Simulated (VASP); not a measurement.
Se: relaxation of cell and atoms with PBE

The system is Se.

```
Se
1.0
     3.64510    0.00000    0.00000
    -0.01449    3.65079    0.00000
    -1.77817   -0.31395    4.49117
Se
2
Cartesian
  2.8401 0.8097 0.3849
  -0.9877 2.5271 4.1063
```

- Program: VASP 6.6.1
- Task: relaxation of cell and atoms
- Functional: PBE
- Potentials or basis: VASP PAW PBE potentials, release 64 (Se)
- Cutoff: 600 eV
- k mesh: 10 × 10 × 8
- Occupations: gaussian, width 0.01 eV
- Spin: no spin polarisation
- Dipole correction: no
- Further INCAR settings: ALGO = Normal; EDIFF = 1e-06; IBRION = 2; EDIFFG = -0.01; NSW = 100; ISIF = 3

The relaxed volume is 31.46 Å³/atom, the relaxed cell is a = 3.670 Å, b = 3.668 Å, c = 4.982 Å, α = 92.67°, β = 110.05°, γ = 90.52° and the space group after relaxing (to 0.05 Å) is P-1 (No. 2). The energy gained by relaxing is 1.3 meV/atom, the ionic steps are 18 and the pressure after relaxing is 0.0 GPa. The largest force after relaxing is 0.005 eV/Å. The band gap on the k mesh is zero (band 6 reaches 1.88 eV, above the bottom of band 7 at 1.76 eV).

Forces on the atoms (eV/Å):
```
Se  -0.001 -0.002  0.005
Se   0.001  0.002 -0.005
```

Step by step:
| step | energy change (eV) | largest force (eV/Å) | pressure (GPa) | volume (Å³) |
| --- | --- | --- | --- | --- |
| 1 | 0.0000 | 0.0376 | 0.34 | 59.77 |
| 2 | -0.0007 | 0.0992 | -0.14 | 60.32 |
| 3 | -0.0007 | 0.0900 | -0.07 | 60.23 |
| 4 | -0.0014 | 0.0450 | -0.02 | 60.44 |
| 5 | -0.0017 | 0.0117 | 0.03 | 60.66 |
| 6 | -0.0018 | 0.0124 | 0.03 | 60.76 |
| 7 | -0.0018 | 0.0130 | 0.03 | 60.79 |
| 8 | -0.0020 | 0.0050 | 0.04 | 60.92 |
| 9 | -0.0021 | 0.0291 | 0.07 | 61.25 |
| 10 | -0.0021 | 0.0313 | -0.02 | 61.47 |
| 11 | -0.0021 | 0.0350 | -0.06 | 61.57 |
| 12 | -0.0022 | 0.0305 | -0.05 | 61.67 |
| 13 | -0.0025 | 0.0190 | 0.00 | 61.97 |
| 14 | -0.0026 | 0.0344 | 0.10 | 62.58 |
| 15 | -0.0026 | 0.0252 | 0.06 | 62.73 |
| 16 | -0.0027 | 0.0166 | 0.01 | 62.95 |
| 17 | -0.0027 | 0.0139 | -0.01 | 62.94 |
| 18 | -0.0027 | 0.0053 | 0.00 | 62.93 |

Final structure:
```cif
data_structure
_symmetry_space_group_name_H-M 'P 1'
_symmetry_Int_Tables_number 1
_cell_length_a 3.6702
_cell_length_b 3.6685
_cell_length_c 4.9822
_cell_angle_alpha 92.667
_cell_angle_beta 110.045
_cell_angle_gamma 90.516
_cell_volume 62.93
loop_
_atom_site_label
_atom_site_type_symbol
_atom_site_fract_x
_atom_site_fract_y
_atom_site_fract_z
_atom_site_occupancy
Se1 Se 0.82033 0.22513 0.08111 1
Se2 Se 0.17967 0.77487 0.91889 1
```

Levels at points of the mesh, in eV from the Fermi level:
```tsv
k point	band 3	band 4	band 5	band 6	band 7	band 8	band 9	band 10
(0.00, 0.00, 0.00)	-4.23	-3.74	-2.93	-0.82	1.51	3.08	4.86	5.44
(0.50, 0.00, 0.00)	-3.80	-3.52	-2.25	-0.75	0.55	0.72	5.93	7.49
(0.00, 0.50, 0.00)	-3.60	-3.28	-1.98	-0.89	0.56	0.66	5.19	5.78
(0.50, 0.50, 0.00)	-6.47	-6.20	-1.87	-1.46	2.12	2.48	8.21	8.30
(0.00, 0.00, 0.50)	-4.19	-3.74	-3.72	0.10	1.49	3.00	5.46	7.69
(0.50, 0.00, 0.50)	-3.92	-3.35	-2.15	-0.97	0.49	1.00	5.14	7.80
(0.00, 0.50, 0.50)	-4.08	-3.65	-2.23	-0.95	0.68	0.81	7.17	7.84
(0.50, 0.50, 0.50)	-6.48	-6.26	-1.94	-1.45	2.21	2.60	8.07	8.54
```

It took 14 min on 1 thread of AMD EPYC 9R45 96-Core Processor (Zen 5), with other jobs on the host, peak memory 0.39 GiB.
